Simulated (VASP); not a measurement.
GaSb:

```
Sb Ga
1.0
     0.00000    3.05900    3.05900
     3.05900    0.00000    3.05900
     3.05900    3.05900    0.00000
Sb Ga
1 1
Direct
  0.75000 0.75000 0.75000
  0.00000 0.00000 0.00000
```

* Program: VASP 6.6.1
* Task: relaxation of cell and atoms
* Functional: PBEsol
* Dispersion: D4
* Potentials or basis: VASP PAW PBE potentials, release 64 (Sb, Ga_d)
* Cutoff: 600 eV
* k mesh: 8 × 8 × 8
* Occupations: fermi-dirac, width 0.05 eV
* Spin: no spin polarisation

At the start: pressure -1.4 GPa; volume 28.62 Å³/atom.

Task: How do energy, volume and symmetry change on relaxing?

Result: Over 3 steps the energy falls by 3.3 meV/atom and the volume is 27.87 Å³/atom (-2.6 %); space group F-43m (No. 216, to 0.05 Å).

Step by step:
| step | energy change (eV) | largest force (eV/Å) | pressure (GPa) | volume (Å³) |
| --- | --- | --- | --- | --- |
| 1 | 0.0000 | 0.0000 | -1.37 | 57.25 |
| 2 | -0.0059 | 0.0000 | 0.46 | 55.25 |
| 3 | -0.0066 | 0.0000 | 0.01 | 55.73 |

Final structure:
```xyz
2
Lattice="0.0000 3.0317 3.0317 3.0317 0.0000 3.0317 3.0317 3.0317 0.0000" Properties=species:S:1:pos:R:3 pbc="T T T"
Sb    4.5476    4.5476    4.5476
Ga    0.0000    0.0000    0.0000
```

Caveat: the PAW data sets were made with another functional, which shifts forces and pressure a little.
